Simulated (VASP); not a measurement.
AlIn2Sb2As, 6 atoms in the cell. It takes space group P6/mmm (No. 191, hexagonal). The conventional cell has a = 4.319 Å, b = 4.319 Å, c = 10.155 Å, α = 90.00°, β = 90.00°, γ = 120.00°. Within 3.3 Å of Al (site symmetry 6/mmm) lie 6 In at 2.49 Å and 2 Sb at 2.57 Å. Within 3.3 Å of In (site symmetry -6m2) lie 3 Al at 2.49 Å and 3 In at 2.49 Å. Sb (site symmetry 6mm) has 1 As at 2.50 Å and 1 Al at 2.57 Å within 3.3 Å. Within 3.3 Å of As (site symmetry 6/mmm) lie 2 Sb at 2.50 Å. 

| Quantity | Value |
| --- | --- |
| Program | VASP 6.6.1 |
| Task | relaxation of cell and atoms |
| Functional | PBE |
| Potentials or basis | VASP PAW PBE potentials, release 64 (Al, In_d, Sb, As) |
| Cutoff | 600 eV |
| k mesh | 6 × 6 × 2 |
| Occupations | gaussian, width 0.1 eV |
| Spin | no spin polarisation |
| Dipole correction | no |
| Further INCAR settings | ALGO = Normal; EDIFF = 1e-07; IBRION = 2; EDIFFG = -0.04; NSW = 90; ISIF = 3 |

Potentials or basis: VASP PAW PBE potentials, release 64 (Al, In_d, Sb, As).

Launch:

```bash
$ cat potpaw_PBE.64/Al/POTCAR potpaw_PBE.64/In_d/POTCAR potpaw_PBE.64/Sb/POTCAR potpaw_PBE.64/As/POTCAR > POTCAR
$ mpirun -np 1 vasp_std > vasp.out
```

Hardware: 1 thread of Intel Xeon 6975P-C (shared host).

Estimate the wall time of this run.

It took 12 min on 1 thread of Intel Xeon 6975P-C, on a shared host, peak memory 0.39 GiB. Counts: scf iterations 112, k points 14, ion steps 9.
